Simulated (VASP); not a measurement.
The system is SnO.

```
Sn O
1.0
     3.35500    0.00000    0.00000
     0.00000    5.67410    0.00000
     0.00000    0.00000    4.22197
Sn O
2 2
Direct
  0.00000 0.23191 0.51314
  0.50000 0.76809 0.01314
  0.00000 0.89125 0.73686
  0.50000 0.10875 0.23686
```

Program: VASP 6.6.1. Alike in all runs: task single point; no spin polarisation; cell as given; k mesh 6 × 4 × 4; cutoff (eV) 520; smearing gaussian 0.01 eV.

Order these runs on this cell by their pressure, lowest first.
A. level LDA; potentials or basis VASP PAW LDA potentials, release 64 (Sn_d, O)
B. level PBEsol; potentials or basis VASP PAW PBE potentials, release 64 (Sn_d, O)
C. level BLYP; potentials or basis VASP PAW PBE potentials, release 64 (Sn_d, O)

A (-5.2 GPa), B (-2.9 GPa), C (4.1 GPa).

Caveats: the PAW data sets were made with another functional, which shifts forces and pressure a little (some runs).
